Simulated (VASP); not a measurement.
# CdH2O2 (P-3m1) in VASP: further runs, part 2 of 2

VASP 6.6.1. Earlier steps stand in the parts before.

### Step 3. Single point, PBEsol

This run uses another cell than the first one, of 10.14 Å³/atom, 1.020 times its volume.

INCAR

```
SYSTEM = CdH2O2
ALGO = Normal ; EDIFF = 1E-7
ENCUT = 520 ; GGA = PS
ISIF = 2 ; ISMEAR = 0
LASPH = .True. ; LCHARG = .False.
LREAL = .False. ; LWAVE = .False.
NBANDS = 21 ; NELM = 80
PREC = Accurate ; SIGMA = 0.01
```

KPOINTS

```
k-points
0
Gamma
  6 6 4
  0 0 0
```

POSCAR

```
CdH2O2
1.0
    3.5388082674      0.0000000000      0.0000000000
   -1.7694041337      3.0646978597      0.0000000000
    0.0000000000      0.0000000000      4.6737283933
Cd H O
1 2 2
Direct
    0.0000000000      0.0000000000      0.0000000000
    0.6666666667      0.3333333333      0.5509607200
    0.3333333333      0.6666666667      0.4490392800
    0.6666666667      0.3333333333      0.7593720000
    0.3333333333      0.6666666667      0.2406280000
```

Potentials or basis: VASP PAW PBE potentials, release 64 (Cd, H, O).

Started as:

```
> cat potpaw_PBE.64/Cd/POTCAR potpaw_PBE.64/H/POTCAR potpaw_PBE.64/O/POTCAR > POTCAR
> mpirun -np 1 vasp_std > vasp.out
```

OUTCAR:

```text
SYSTEM = CdH2O2
   EDIFF = 1E-7
   ENCUT = 520
   GGA = PS
   ISIF = 2
   ISMEAR = 0
   LASPH = .True.
   LREAL = .False.
   NELM = 80
   PREC = Accurate

 ion  position               nearest neighbor table
   1  0.000  0.000  0.000-   4 2.33   5 2.33   4 2.33   5 2.33   4 2.33   5 2.33
   2  0.667  0.333  0.551-   4 0.97
   3  0.333  0.667  0.449-   5 0.97
   4  0.667  0.333  0.759-   2 0.97   1 2.33   1 2.33   1 2.33
   5  0.333  0.667  0.241-   3 0.97   1 2.33   1 2.33   1 2.33

  LATTYP: Found a hexagonal cell.
 ALAT       =     3.5388082674
 C/A-ratio  =     1.3207068708

  Lattice vectors:

 A1 = (   3.5388082674,   0.0000000000,   0.0000000000)
 A2 = (  -1.7694041337,   3.0646978597,   0.0000000000)
 A3 = (   0.0000000000,   0.0000000000,   4.6737283933)

Analysis of symmetry for initial positions (statically):
=====================================================================
 Subroutine PRICEL returns:
 Original cell was already a primitive cell.

 Routine SETGRP: Setting up the symmetry group for a
 hexagonal supercell.

 Subroutine GETGRP returns: Found 12 space group operations
 (whereof 12 operations were pure point group operations)
 out of a pool of 24 trial point group operations.

The static configuration has the point symmetry D_3d.

Analysis of symmetry for dynamics (positions and initial velocities):
=====================================================================
 Subroutine PRICEL returns:
 Original cell was already a primitive cell.

 Routine SETGRP: Setting up the symmetry group for a
 hexagonal supercell.

 Subroutine GETGRP returns: Found 12 space group operations
 (whereof 12 operations were pure point group operations)
[... 123 lines left out ...]
   EFERMI_NEDOS =   21; number of points for ismear=-14 and -15
   IALGO  =     38    algorithm
   IMIX   =      4    mixing-type and parameters
     AMIX     =   0.40;   BMIX     =  1.00
     AMIX_MAG =   1.60;   BMIX_MAG =  1.00
  volume/ion in A,a.u.               =      10.14        68.41
  Fermi-wavevector in a.u.,A,eV,Ry     =   1.310478  2.476445 23.366017  1.717354
  Thomas-Fermi vector in A             =   2.441006
   LORBIT       =      0    0 simple, 1 ext, 2 COOP (PROOUT), +10 PAW based schemes
   GGA     = PS    functional components
   LHFCALC =     F    Hartree Fock is set to
   AEXX    =    0.0000 exact exchange contribution
   IVDW    =     0    specifies the selected vdW correction
   LEPSILON=     F    determine dielectric tensor
   LRPA    =     F    only Hartree local field effects (RPA)
 non-spin polarized calculation
 Gauss-broadening in eV      SIGMA  =   0.01
  energy-cutoff  :      520.00
  volume of cell :       50.69
 maximum number of plane-waves:      1398
 NGX is ok and might be reduce to    28
   NGX = 13   NGY = 13   NGZ = 17

 number of electron      25.9999993 magnetization

 Free energy of the ion-electron system (eV)
  ---------------------------------------------------
  ext. energy  EPLUGINS =         0.00000000
  ---------------------------------------------------
  free energy    TOTEN  =       -23.46558544 eV

  energy without entropy =      -23.46558544  energy(sigma->0) =      -23.46558544

 E-fermi :  -0.1290     XC(G=0): -10.1226

 val. band max:       -0.2655033750   @ k =   0.5000   0.0000   0.0000
 cond. band min:       1.2857600826   @ k =   0.0000   0.0000   0.0000
 fundamental gap:      1.5512634577
 Fermi energy:        -0.1289616070

 k-point     1 :       0.0000    0.0000    0.0000
  band No.  band energies     occupation
      1     -18.6351      2.00000
      2     -17.6535      2.00000
      3      -7.7680      2.00000
      4      -6.6136      2.00000
      5      -6.6136      2.00000
      6      -5.9132      2.00000
[... 565 lines left out ...]
     20      15.9119      0.00000
     21      16.5500      0.00000

------------------------ aborting loop because EDIFF is reached ----------------------------------------

  FORCE on cell =-STRESS in cart. coord.  units (eV):
  Direction    XX          YY          ZZ          XY          YZ          ZX
  --------------------------------------------------------------------------------------
  -------------------------------------------------------------------------------------
  Total       -0.8254390     -0.8254391     -0.1978787      0.0000000      0.0000000      0.0000000
  in kB      -26.0908017    -26.0908017     -6.2546270      0.0000000      0.0000000      0.0000000
  external PRESSURE =     -19.4787435 kB  Pullay stress =       0.0000000 kB

 VOLUME and BASIS-vectors are now :
 -----------------------------------------------------------------------------
  energy-cutoff  :      520.00
  volume of cell :       50.69
      direct lattice vectors                 reciprocal lattice vectors
     3.538808267  0.000000000  0.000000000     0.282581006  0.163148220  0.000000000
    -1.769404134  3.064697860  0.000000000     0.000000000  0.326296440  0.000000000
     0.000000000  0.000000000  4.673728393     0.000000000  0.000000000  0.213961941

 POSITION                                       TOTAL-FORCE (eV/Angst)
 -----------------------------------------------------------------------------------
      0.00000      0.00000      0.00000         0.000000      0.000000      0.000000
      1.76940      1.02157      2.57504         0.000000     -0.000000     -0.309152
     -0.00000      2.04313      2.09869        -0.000000      0.000000      0.309152
      1.76940      1.02157      3.54910        -0.000000     -0.000000      0.526729
     -0.00000      2.04313      1.12463         0.000000      0.000000     -0.526729
 -----------------------------------------------------------------------------------
    total drift:                                0.000000     -0.000000      0.000000

  FREE ENERGIE OF THE ION-ELECTRON SYSTEM (eV)
  ---------------------------------------------------
  free  energy   TOTEN  =       -23.4655854430 eV

  energy  without entropy=      -23.4655854430  energy(sigma->0) =      -23.46558544
```

Wall time 16 s (1 thread of Intel Xeon Platinum 8488C (Sapphire Rapids), shared host); peak memory 0.18 GiB.

Results:

```
Free energy            : -23.4656 eV
Pressure               : -1.9 GPa
Largest force          : 0.527 eV/Å
Band gap on the k mesh : 1.55 eV, indirect (least direct gap 1.89 eV)
```

Forces on the atoms (eV/Å):
```
Cd   0.000  0.000  0.000
H    0.000  0.000 -0.309
H    0.000  0.000  0.309
O    0.000  0.000  0.527
O    0.000  0.000 -0.527
```

Stress tensor (GPa, compression positive):
```
-2.61  0.00  0.00
 0.00 -2.61  0.00
 0.00  0.00 -0.63
```

Caveat: the PAW data sets were made with another functional, which shifts forces and pressure a little.

### Step 4. Single point, PBEsol

This run uses another cell than the first one, of 10.34 Å³/atom, 1.040 times its volume.

INCAR

```
SYSTEM = CdH2O2
ALGO = Normal
EDIFF = 1E-6
ENCUT = 520
GGA = PS
ISIF = 2
ISMEAR = 0
LASPH = .True.
LCHARG = .False.
LREAL = .False.
LWAVE = .False.
NBANDS = 21
NELM = 100
PREC = Accurate
SIGMA = 0.01
```

KPOINTS is that of step 3.

Edit POSCAR of step 3 so:

```diff
@@ -2,5 +2,5 @@
 1.0
-    3.5388082674      0.0000000000      0.0000000000
-   -1.7694041337      3.0646978597      0.0000000000
-    0.0000000000      0.0000000000      4.6737283933
+    3.5617881857      0.0000000000      0.0000000000
+   -1.7808940929      3.0845990527      0.0000000000
+    0.0000000000      0.0000000000      4.7040781294
 Cd H O
```

Started as:

```
> cat potpaw_PBE.64/Cd/POTCAR potpaw_PBE.64/H/POTCAR potpaw_PBE.64/O/POTCAR > POTCAR
> mpirun -np 1 vasp_std > vasp.out
```

Run time: 15 s. Hardware: 1 thread of Intel Xeon Platinum 8488C (Sapphire Rapids), shared host; peak memory 0.18 GiB.

The run converged. Its results:

- Free energy: -23.4486 eV
- Pressure: -3.9 GPa
- Largest force: 0.348 eV/Å
- Band gap on the k mesh: 1.50 eV, indirect (least direct gap 1.84 eV)

Forces in eV/Å, atoms in the order of the input:
```
Cd   0.000  0.000  0.000
H    0.000  0.000 -0.014
H    0.000  0.000  0.014
O    0.000  0.000  0.348
O    0.000  0.000 -0.348
```

Stress tensor (GPa, compression positive):
```
-4.15  0.00  0.00
 0.00 -4.15  0.00
 0.00  0.00 -3.51
```

Levels at points of the mesh, in eV from the valence-band top:
```csv
k point,band 10,band 11,band 12,band 13,band 14,band 15,band 16,band 17
"(0.00, 0.00, 0.00)",-0.95,-0.95,-0.34,-0.34,1.50,6.12,9.68,12.58
"(0.50, 0.00, 0.00)",-2.94,-2.30,-2.06,0.00,6.22,6.25,8.66,10.28
"(0.00, 0.00, 0.50)",-1.18,-1.18,-0.07,-0.07,4.05,4.23,10.81,11.05
"(0.50, 0.00, 0.50)",-2.24,-2.02,-1.62,-0.47,5.73,6.86,8.81,9.14
```

Caveat: the PAW data sets were made with another functional, which shifts forces and pressure a little. A hybrid or GW would open this gap; PBEsol tends to underestimate it.

### Step 5. The runs side by side

| cell | gap on the mesh (eV) | pressure (GPa) | largest force (eV/Å) |
| --- | --- | --- | --- |
| a = 3.516, b = 3.516, c = 4.643 Å, angles 90.0, 90.0, 120.0°, 5 atoms | 1.60 | 0.3 | 0.71 |
| a = 3.539, b = 3.539, c = 4.674 Å, angles 90.0, 90.0, 120.0°, 5 atoms | 1.55 | -1.9 | 0.53 |
| a = 3.562, b = 3.562, c = 4.704 Å, angles 90.0, 90.0, 120.0°, 5 atoms | 1.50 | -3.9 | 0.35 |

Alike in all rows: task single point; level PBEsol; potentials or basis VASP PAW PBE potentials, release 64 (Cd, H, O); no spin polarisation; k mesh 6 × 6 × 4; cutoff (eV) 520; smearing gaussian 0.01 eV.

Caveats: the PAW data sets were made with another functional, which shifts forces and pressure a little.

Absolute energies hang on the potentials; compare differences alone.
